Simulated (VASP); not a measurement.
Wanted: the native input for a VASP 6.6.1 run.

```yaml
Task: single point
Functional: PBEsol
Dispersion: D3(BJ)
Potentials_or_basis: VASP PAW PBE potentials, release 64 (Al)
Cutoff: 520 eV
k_mesh: 18 × 18 × 6
Occupations: gaussian, width 0.15 eV
Spin: no spin polarisation
Dipole_correction: no
Further_INCAR_settings: ALGO = Fast; EDIFF = 1e-07; NBANDS = 14
```

The structure of Al lies in POSCAR:

```
Al
1.0
    2.9315000000      0.0000000000      0.0000000000
   -1.4657500000      2.5387534712      0.0000000000
    0.0000000000      0.0000000000      9.8538000000
Al
4
Direct
    0.0000000000      0.0000000000      0.0000000000
    0.3333333333      0.6666666667      0.2500000000
    0.0000000000      0.0000000000      0.5000000000
    0.6666666667      0.3333333333      0.7500000000
```

One way to write it, as run:

INCAR

```
ALGO = Fast
EDIFF = 1E-7
ENCUT = 520
GGA = PS
ISIF = 2
ISMEAR = 0
IVDW = 12
LASPH = True
LCHARG = False
LREAL = False
LWAVE = False
NBANDS = 14
NELM = 60
PREC = Accurate
SIGMA = 0.15
```

KPOINTS

```
k-points
0
Gamma
  18 18 6
```

Potentials or basis: VASP PAW PBE potentials, release 64 (Al).

Command:

```sh
$ cat potpaw_PBE.64/Al/POTCAR > POTCAR
$ mpirun -np 1 vasp_std > vasp.out
```

It gave:

```json
{"Pressure": "-10.0 GPa", "Band gap on the k mesh": "zero (band 6 reaches 10.26 eV, above the bottom of band 7 at 5.51 eV)", "Dispersion energy per atom": "-0.285 eV"}
```

Caveat: the PAW data sets were made with another functional, which shifts forces and pressure a little; pairwise dispersion overbinds metals, which lowers pressure and volume.

Wall time 91 s on 1 thread of AMD EPYC 9R45 96-Core Processor (Zen 5), on a shared host, peak memory 0.25 GiB.
